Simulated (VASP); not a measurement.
A run of VASP 6.6.1:

INCAR

```
PREC = Accurate
ENCUT = 520
EDIFF = 1E-8
ISMEAR = 0
SIGMA = 0.05
LREAL = F
LASPH = T
NELM = 80
ALGO = Normal
ISIF = 2
LWAVE = F
LCHARG = F
GGA = CA
NBANDS = 16
IBRION = 8
NSW = 1
```

The input KPOINTS:

```
regular mesh
0
Gamma
  10 10 10
```

POSCAR

```
AgCl
1.0
    0.0000000000      2.6773114500      2.6773114500
    2.6773114500      0.0000000000      2.6773114500
    2.6773114500      2.6773114500      0.0000000000
Ag Cl
1 1
Direct
    0.5000000000      0.5000000000      0.5000000000
    0.0000000000      0.0000000000      0.0000000000
```

Potentials or basis: VASP PAW LDA potentials, release 64 (Ag, Cl).

The run is started by

```console
$ cat potpaw_LDA.64/Ag/POTCAR potpaw_LDA.64/Cl/POTCAR > POTCAR
$ mpirun -np 1 vasp_std > vasp.out
```

Hardware: 1 thread of AMD EPYC 7R43 64-Core Processor (Zen 3) (shared host).

Problem. Estimate the wall time of this run.

Solution. It took 2.3 min on 1 thread of AMD EPYC 7R43 64-Core Processor (Zen 3), on a shared host, peak memory 0.24 GiB. Counts: scf iterations 36, k points 47.
